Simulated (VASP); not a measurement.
# Ba (Fm-3m) in VASP: a series of runs

Runs on Ba. Level: PBEsol. Tasks: single point.

Program: VASP 6.6.1. These are calculated values, not measurements. Logs are shortened: lines on timing, memory, paths and dates and some standing lists are left out, and cuts for length are marked.

## Step 1: The cell of the first run

It takes space group Fm-3m (No. 225, cubic). Conventional cell: a = 5.906 Å, b = 5.906 Å, c = 5.906 Å, α = 90.00°, β = 90.00°, γ = 90.00°. Ba (site symmetry m-3m) has 12 Ba at 4.18 Å within 5.5 Å.

This isn't the form of Ba at room conditions, which is bcc.

## Step 2: Single point, PBEsol (51.50 Å³/atom)

Input file INCAR:

```
PREC = Accurate
ENCUT = 520
EDIFF = 1E-7
ISMEAR = 0
SIGMA = 0.15
LREAL = False
LASPH = True
NELM = 100
ALGO = Normal
ISIF = 2
LWAVE = False
LCHARG = True
GGA = PS
LELF = True
LVHAR = True
NBANDS = 11
```

Input file KPOINTS:

```
regular mesh
0
Gamma
  14 14 14
```

Input file POSCAR:

```
Ba
1.0
    0.0000000000      2.9528938375      2.9528938375
    2.9528938375      0.0000000000      2.9528938375
    2.9528938375      2.9528938375      0.0000000000
Ba
1
Direct
    0.0000000000      0.0000000000      0.0000000000
```

Potentials or basis: VASP PAW PBE potentials, release 64 (Ba_sv).

Run with:

```
$ cat potpaw_PBE.64/Ba_sv/POTCAR > POTCAR
$ mpirun -np 1 vasp_std > vasp.out
```

OUTCAR:

```text
PREC = Accurate
   ENCUT = 520
   EDIFF = 1E-7
   ISMEAR = 0
   LREAL = False
   LASPH = True
   NELM = 100
   ISIF = 2
   GGA = PS

 ion  position               nearest neighbor table
   1  0.000  0.000  0.000-

  LATTYP: Found a face centered cubic cell.
 ALAT       =     5.9057876750

  Lattice vectors:

 A1 = (   0.0000000000,   2.9528938375,   2.9528938375)
 A2 = (   2.9528938375,   0.0000000000,   2.9528938375)
 A3 = (   2.9528938375,   2.9528938375,   0.0000000000)

Analysis of symmetry for initial positions (statically):
=====================================================================
 Subroutine PRICEL returns:
 Original cell was already a primitive cell.

 Routine SETGRP: Setting up the symmetry group for a
 face centered cubic supercell.

 Subroutine GETGRP returns: Found 48 space group operations
 (whereof 48 operations were pure point group operations)
 out of a pool of 48 trial point group operations.

The static configuration has the point symmetry O_h .

Analysis of symmetry for dynamics (positions and initial velocities):
=====================================================================
 Subroutine PRICEL returns:
 Original cell was already a primitive cell.

 Routine SETGRP: Setting up the symmetry group for a
 face centered cubic supercell.

 Subroutine GETGRP returns: Found 48 space group operations
 (whereof 48 operations were pure point group operations)
 out of a pool of 48 trial point group operations.

The dynamic configuration has the point symmetry O_h .

 Subroutine INISYM returns: Found 48 space group operations
 (whereof 48 operations are pure point group operations),
 and found     1 'primitive' translations

----------------------------------------------------------------------------------------

                                     Primitive cell

  volume of cell :      51.4960

  direct lattice vectors                    reciprocal lattice vectors
     0.000000000  2.952893838  2.952893838    -0.169325424  0.169325424  0.169325424
     2.952893838  0.000000000  2.952893838     0.169325424 -0.169325424  0.169325424
     2.952893838  2.952893838  0.000000000     0.169325424  0.169325424 -0.169325424

  length of vectors
     4.176022513  4.176022513  4.176022513     0.293280237  0.293280237  0.293280237

  position of ions in fractional coordinates (direct lattice)
     0.000000000  0.000000000  0.000000000

  ion indices of the primitive-cell ions
   primitive index   ion index
                 1           1

----------------------------------------------------------------------------------------

 KPOINTS: regular mesh

Automatic generation of k-mesh.
 Grid dimensions read from file:
 generate k-points for:   14   14   14

 Generating k-lattice:

  Cartesian coordinates                     Fractional coordinates (reciprocal lattice)
    -0.012094673  0.012094673  0.012094673     0.071428571  0.000000000  0.000000000
     0.012094673 -0.012094673  0.012094673     0.000000000  0.071428571  0.000000000
     0.012094673  0.012094673 -0.012094673     0.000000000  0.000000000  0.071428571

  Length of vectors
     0.020948588  0.020948588  0.020948588

  Shift w.r.t. Gamma in fractional coordinates (k-lattice)
     0.000000000  0.000000000  0.000000000

 Subroutine IBZKPT returns following result:
 ===========================================

 Found    104 irreducible k-points:

 Following reciprocal coordinates:
            Coordinates               Weight
  0.000000  0.000000  0.000000      1.000000
  0.071429  0.000000  0.000000      8.000000
  0.142857  0.000000  0.000000      8.000000
  0.214286  0.000000  0.000000      8.000000
  0.285714  0.000000  0.000000      8.000000
  0.357143  0.000000  0.000000      8.000000
[... 16 lines left out ...]
  0.214286  0.142857  0.000000     24.000000
  0.285714  0.142857  0.000000     24.000000
 [... further k-points ...]
   k-points           NKPTS =    104   k-points in BZ     NKDIM =    104   number of bands    NBANDS=     11
   number of dos      NEDOS =    301   number of ions     NIONS =      1
   total plane-waves  NPLWV =  32768
   dimension x,y,z NGX =    32 NGY =   32 NGZ =   32
   dimension x,y,z NGXF=    64 NGYF=   64 NGZF=   64
   ions per type =               1
   NGX,Y,Z   is equivalent  to a cutoff of  12.74, 12.74, 12.74 a.u.
   NGXF,Y,Z  is equivalent  to a cutoff of  25.48, 25.48, 25.48 a.u.
 SYSTEM =  unknown system
   PREC   = accura    normal or accurate (medium, high low for compatibility)
   ISTART =      0    job   : 0-new  1-cont  2-samecut
   ICHARG =      2    charge: 1-file 2-atom 10-const
   ISPIN  =      1    spin polarized calculation?
   LNONCOLLINEAR =      F non collinear calculations
   LSORBIT =      F    spin-orbit coupling
   LASPH  =      T    aspherical Exc in radial PAW
   ENCUT  =  520.0 eV  38.22 Ry    6.18 a.u.   7.76  7.76  7.76*2*pi/ulx,y,z
   NELM   =    100;   NELMIN=  2; NELMDL= -5     # of ELM steps
   EDIFF  = 0.1E-06   stopping-criterion for ELM
   LREAL  =      F    real-space projection
   EDIFFG = 0.1E-05   stopping-criterion for IOM
   NSW    =      0    number of steps for IOM
   IBRION =     -1    ionic relax: 0-MD 1-quasi-New 2-CG
   NFREE  =      0    steps in history (QN), initial steepest desc. (CG)
   ISIF   =      2    stress and relaxation
   ISYM   =      2    0-nonsym 1-usesym 2-fastsym
   POTIM  = 0.5000    time-step for ionic-motion
   TEBEG  =    0.0;   TEEND  =   0.0 temperature during run
   PSTRESS=    0.0 pullay stress
   NELECT =      10.0000    total number of electrons
   NUPDOWN=      -1.0000    fix difference up-down
   EMIN   =  10.00;   EMAX   =-10.00  energy-range for DOS
   EFERMI =   0.00;   METHOD = LEGACY
   ISMEAR =     0;   SIGMA  =   0.15  broadening in eV -4-tet -1-fermi 0-gaus
   EFERMI_NEDOS =   21; number of points for ismear=-14 and -15
   IALGO  =     38    algorithm
   IMIX   =      4    mixing-type and parameters
     AMIX     =   0.40;   BMIX     =  1.00
     AMIX_MAG =   1.60;   BMIX_MAG =  1.00
  volume/ion in A,a.u.               =      51.50       347.51
  Fermi-wavevector in a.u.,A,eV,Ry     =   0.948019  1.791496 12.228098  0.898740
  Thomas-Fermi vector in A             =   2.076168
   LORBIT       =      0    0 simple, 1 ext, 2 COOP (PROOUT), +10 PAW based schemes
   GGA     = PS    functional components
   LHFCALC =     F    Hartree Fock is set to
   AEXX    =    0.0000 exact exchange contribution
   IVDW    =     0    specifies the selected vdW correction
   LEPSILON=     F    determine dielectric tensor
   LRPA    =     F    only Hartree local field effects (RPA)
 non-spin polarized calculation
 Gauss-broadening in eV      SIGMA  =   0.15
  energy-cutoff  :      520.00
  volume of cell :       51.50
 maximum number of plane-waves:      1411
   NGX = 15   NGY = 15   NGZ = 15

 number of electron      10.0000000 magnetization

 Free energy of the ion-electron system (eV)
  ---------------------------------------------------
  ext. energy  EPLUGINS =         0.00000000
  ---------------------------------------------------
  free energy    TOTEN  =        -2.11115387 eV

  energy without entropy =       -2.09300480  energy(sigma->0) =       -2.10207934

 E-fermi :   2.2663     XC(G=0):  -8.1913

 val. band max:        2.2662395780   @ k =   0.4286   0.3571   0.0714
 cond. band min:       2.2874777939   @ k =  -0.3571   0.2857   0.1429
 fundamental gap:      0.0212382159
 Fermi energy:         2.2662943956

 k-point     1 :       0.0000    0.0000    0.0000
  band No.  band energies     occupation
      1     -26.2780      2.00000
      2     -11.0477      2.00000
      3     -11.0477      2.00000
      4     -11.0477      2.00000
      5      -0.5724      2.00000
      6       4.2489      0.00000
      7       4.2489      0.00000
      8       4.2489      0.00000
      9       6.2370      0.00000
     10       6.2370      0.00000
     11       8.7466      0.00000

 k-point     2 :       0.0714    0.0000    0.0000
  band No.  band energies     occupation
      1     -26.2733      2.00000
      2     -11.0961      2.00000
      3     -11.0534      2.00000
      4     -11.0534      2.00000
      5      -0.4546      2.00000
      6       4.1084      0.00000
      7       4.3051      0.00000
      8       4.3051      0.00000
      9       6.1489      0.00000
     10       6.1489      0.00000
     11       9.0276      0.00000

 k-point     3 :       0.1429    0.0000    0.0000
  band No.  band energies     occupation
      1     -26.2601      2.00000
      2     -11.2283      2.00000
      3     -11.0691      2.00000
      4     -11.0691      2.00000
      5      -0.1264      2.00000
      6       3.7976      0.00000
      7       4.4332      0.00000
      8       4.4332      0.00000
      9       5.9886      0.00000
     10       5.9886      0.00000
     11       9.5710      0.00000

 k-point     4 :       0.2143    0.0000    0.0000
  band No.  band energies     occupation
      1     -26.2409      2.00000
      2     -11.4111      2.00000
      3     -11.0916      2.00000
      4     -11.0916      2.00000
      5       0.3341      2.00000
      6       3.5095      0.00000
      7       4.4974      0.00000
      8       4.4974      0.00000
      9       6.0005      0.00000
     10       6.0005      0.00000
     11       9.2859      0.00000
[... 239 lines left out ...]
 k-point    22 :       0.1429    0.1429    0.0000
  band No.  band energies     occupation
      1     -26.2542      2.00000
      2     -11.2238      2.00000
      3     -11.1078      2.00000
      4     -11.1078      2.00000
      5       0.0231      2.00000
      6       3.5400      0.00000
      7       4.6281      0.00000
      8       4.6281      0.00000
      9       5.2251      0.00000
     10       6.4700      0.00000
     11      10.0973      0.00000

 k-point    23 :       0.2143    0.1429    0.0000
  band No.  band energies     occupation
      1     -26.2398      2.00000
      2     -11.3423      2.00000
      3     -11.1371      2.00000
      4     -11.1303      2.00000
      5       0.3764      2.00000
      6       3.2708      0.00000
      7       4.5815      0.00000
      8       4.8050      0.00000
      9       5.1400      0.00000
     10       6.5788      0.00000
     11      10.5862      0.00000

 k-point    24 :       0.2857    0.1429    0.0000
  band No.  band energies     occupation
      1     -26.2211      2.00000
      2     -11.5012      2.00000
      3     -11.1654      2.00000
      4     -11.1574      2.00000
      5       0.8284      2.00000
      6       3.0767      0.00000
      7       4.1910      0.00000
      8       4.8614      0.00000
      9       5.6053      0.00000
     10       6.8224      0.00000
     11      10.1373      0.00000

 [... further k-points ...]
[... 5 lines left out ...]
  --------------------------------------------------------------------------------------
  -------------------------------------------------------------------------------------
  Total        0.4330467      0.4330467      0.4330467      0.0000000     -0.0000000      0.0000000
  in kB       13.4732317     13.4732317     13.4732317      0.0000000     -0.0000000      0.0000000
  external PRESSURE =      13.4732317 kB  Pullay stress =       0.0000000 kB

 VOLUME and BASIS-vectors are now :
 -----------------------------------------------------------------------------
  energy-cutoff  :      520.00
  volume of cell :       51.50
      direct lattice vectors                 reciprocal lattice vectors
     0.000000000  2.952893838  2.952893838    -0.169325424  0.169325424  0.169325424
     2.952893838  0.000000000  2.952893838     0.169325424 -0.169325424  0.169325424
     2.952893838  2.952893838  0.000000000     0.169325424  0.169325424 -0.169325424

 POSITION                                       TOTAL-FORCE (eV/Angst)
 -----------------------------------------------------------------------------------
      0.00000      0.00000      0.00000         0.000000      0.000000      0.000000
 -----------------------------------------------------------------------------------
    total drift:                                0.000000      0.000000      0.000000

  FREE ENERGIE OF THE ION-ELECTRON SYSTEM (eV)
  ---------------------------------------------------
  free  energy   TOTEN  =        -2.1111538747 eV

  energy  without entropy=       -2.0930048024  energy(sigma->0) =       -2.10207934
```

It took 14 s on 1 thread of Intel Xeon 6975P-C (Granite Rapids), shared host; peak memory 0.2 GiB.

Results:

| Quantity | Value |
| --- | --- |
| Free energy | -2.1112 eV |
| Pressure | 1.3 GPa |
| Band gap on the k mesh | zero (bands 5 and 6 overlap by 0.53 eV) |

Levels at points of the mesh, in eV from the Fermi level:
```tsv
k point	band 1	band 2	band 3	band 4	band 5	band 6	band 7	band 8	band 9	band 10
(0.00, 0.00, 0.00)	-28.54	-13.31	-13.31	-13.31	-2.84	1.98	1.98	1.98	3.97	3.97
(0.50, 0.00, 0.00)	-28.45	-14.19	-13.43	-13.43	-1.05	1.79	1.79	1.79	5.52	5.52
(0.50, 0.50, 0.00)	-28.42	-14.13	-13.62	-13.62	-1.07	-0.40	3.03	5.56	6.01	6.01
```

Caveat: the PAW data sets were made with another functional, which shifts forces and pressure a little; spin-orbit coupling is left out, which moves the levels of the heavy elements.

## Step 3: Single point, PBEsol (53.84 Å³/atom)

This run uses another cell than the first one, of 53.84 Å³/atom.

Input file INCAR:

```
SYSTEM = Ba
ALGO = Normal
EDIFF = 1E-6
ENCUT = 520
GGA = PS
ISIF = 2
ISMEAR = 0
LASPH = .True.
LCHARG = .True.
LELF = .True.
LREAL = .False.
LVHAR = .True.
LWAVE = .False.
NBANDS = 11
NELM = 80
PREC = Accurate
SIGMA = 0.15
```

Input file KPOINTS:

```
k-points
0
Gamma
  14 14 14
  0 0 0
```

Input file POSCAR:

```
Ba
1.0
    0.0000000000      2.9969784392      2.9969784392
    2.9969784392      0.0000000000      2.9969784392
    2.9969784392      2.9969784392      0.0000000000
Ba
1
Direct
    0.0000000000      0.0000000000      0.0000000000
```

Potentials or basis: VASP PAW PBE potentials, release 64 (Ba_sv).

Run with:

```
$ cat potpaw_PBE.64/Ba_sv/POTCAR > POTCAR
$ mpirun -np 1 vasp_std > vasp.out
```

Wall time 13 s (1 thread of Intel Xeon 6975P-C (Granite Rapids), shared host); peak memory 0.21 GiB.

Results (log left out):

| Property | Result |
| --- | --- |
| Free energy | -2.1272 eV |
| Pressure | 0.9 GPa |
| Band gap on the k mesh | zero (bands 5 and 6 overlap by 0.47 eV) |

Levels at points of the mesh, in eV from the Fermi level:
```csv
k point,band 2,band 3,band 4,band 5,band 6,band 7,band 8,band 9
"(0.00, 0.00, 0.00)",-13.42,-13.42,-13.42,-2.84,1.94,1.94,1.94,3.83
"(0.50, 0.00, 0.00)",-14.19,-13.52,-13.52,-1.03,1.61,1.76,1.76,5.30
"(0.50, 0.50, 0.00)",-14.14,-13.69,-13.69,-1.01,-0.34,2.78,5.33,5.76
```

Caveat: the PAW data sets were made with another functional, which shifts forces and pressure a little; spin-orbit coupling is left out, which moves the levels of the heavy elements.

(Continued in part 2 of 3.)
